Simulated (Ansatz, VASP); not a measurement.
## One calculation of Mg3CdSe4, two programs

```xyz
8
Lattice="-2.8644 2.8644 5.7288 2.8644 -2.8644 5.7288 2.8644 2.8644 -5.7288" Properties=species:S:1:pos:R:3 pbc="T T T"
Mg    0.0000    2.8644    2.8644
Mg    2.8644    0.0000    2.8644
Mg    0.0000    0.0000    0.0000
Cd    0.0000    0.0000    5.7288
Se    2.8644    0.0000    0.0000
Se    0.0000    0.0000    8.5933
Se    0.0000    2.8644    0.0000
Se    0.0000    0.0000    2.8644
```

Alike in both runs: task relaxation of cell and atoms; functional PBE; k mesh 4 × 4 × 4; occupations gaussian, width 0.1 eV; no spin polarisation.

|  | VASP | Ansatz |
| --- | --- | --- |
| version | VASP 6.6.1 | Ansatz 0.2.0 |
| potentials or method | VASP PAW PBE potentials, release 64 (Mg, Cd, Se), cutoff 600 eV | scalar-relativistic, plane waves, PAW |
| valence electrons in the cell | 42 | 114 |

Ansatz gave:

| Property | Result |
| --- | --- |
| gap on the k mesh at the Fermi level, each at its own relaxed structure (eV) | 0.28 |
| relaxed volume (Å³/atom) | 21.69 |
| relaxed cell length with the largest relative difference (Å) | 6.836 |

Problem. Which values does VASP return?

Solution. gap on the k mesh at the Fermi level, each at its own relaxed structure (eV): 0.26; relaxed volume (Å³/atom): 21.65; relaxed cell length with the largest relative difference (Å): 6.831.

VASP's potentials hold 42 valence electrons a cell and Ansatz's 114, so a difference there can come from the potentials and not from the codes.
